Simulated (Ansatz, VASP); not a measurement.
# MgO: VASP beside Ansatz

```
Mg O
1.0
     3.25059    0.00000    0.00000
    -1.62530    2.81510    0.00000
     0.00000    0.00000   10.38634
Mg O
4 4
Direct
  0.33333 0.66667 0.96966
  0.00000 0.00000 0.22100
  0.00000 0.00000 0.72100
  0.66667 0.33333 0.46966
  0.33333 0.66667 0.77984
  0.00000 0.00000 0.52949
  0.00000 0.00000 0.02949
  0.66667 0.33333 0.27984
```

Alike in both runs: task single point; functional PBEsol; k mesh 12 × 12 × 2; no spin polarisation.

```csv
,VASP,Ansatz
version,VASP 6.6.1,Ansatz 0.2.0
potentials or method,"VASP PAW PBE potentials, release 64 (Mg, O), cutoff 520 eV","plane waves, PAW"
occupations,"gaussian, width 0.01 eV",fixed
valence electrons in the cell,32,64
```

|  | VASP | Ansatz | Ansatz less VASP |
| --- | --- | --- | --- |
| gap on the k mesh at the Fermi level (eV) | 3.49 | 3.49 | -0.001 |

VASP's potentials were made for PBE, not for PBEsol. VASP's potentials hold 32 valence electrons a cell and Ansatz's 64, so a difference there can come from the potentials and not from the codes.
